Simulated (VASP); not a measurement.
PbS, 4 atoms in the cell. Symmetry: Cmcm, No. 63, orthorhombic system. The conventional cell has a = 4.160 Å, b = 11.983 Å, c = 4.279 Å, α = 90.00°, β = 90.00°, γ = 90.00°. Within 3.5 Å of Pb (site symmetry m2m) lie 5 S at 2.69 to 2.99 Å. Within 3.5 Å of S (site symmetry m2m) lie 5 Pb at 2.69 to 2.99 Å. 

```yaml
Program: VASP 6.6.1
Task: single point
Functional: r2SCAN
Potentials_or_basis: VASP PAW PBE potentials, release 64 (Pb_d, S)
Cutoff: 520 eV
k_mesh: 6 × 6 × 6
Occupations: gaussian, width 0.01 eV
Spin: no spin polarisation
Dipole_correction: no
Further_INCAR_settings: ALGO = Normal; EDIFF = 1e-06; NBANDS = 28
```

Potentials or basis: VASP PAW PBE potentials, release 64 (Pb_d, S).

Run with:

```console
$ cat potpaw_PBE.64/Pb_d/POTCAR potpaw_PBE.64/S/POTCAR > POTCAR
$ cp INCAR.step1 INCAR
$ mpirun -np 1 vasp_std > vasp.out
$ cp INCAR.step2 INCAR
$ mpirun -np 1 vasp_std > vasp.out
```

Hardware: 1 thread of Intel(R) Xeon(R) Platinum 8488C (Sapphire Rapids), with other jobs on the host.

Task: How long does it take, and how much memory?

Result: It took 6 min on 1 thread of Intel(R) Xeon(R) Platinum 8488C (Sapphire Rapids), with other jobs on the host, peak memory 0.36 GiB. Counts: k points 52.
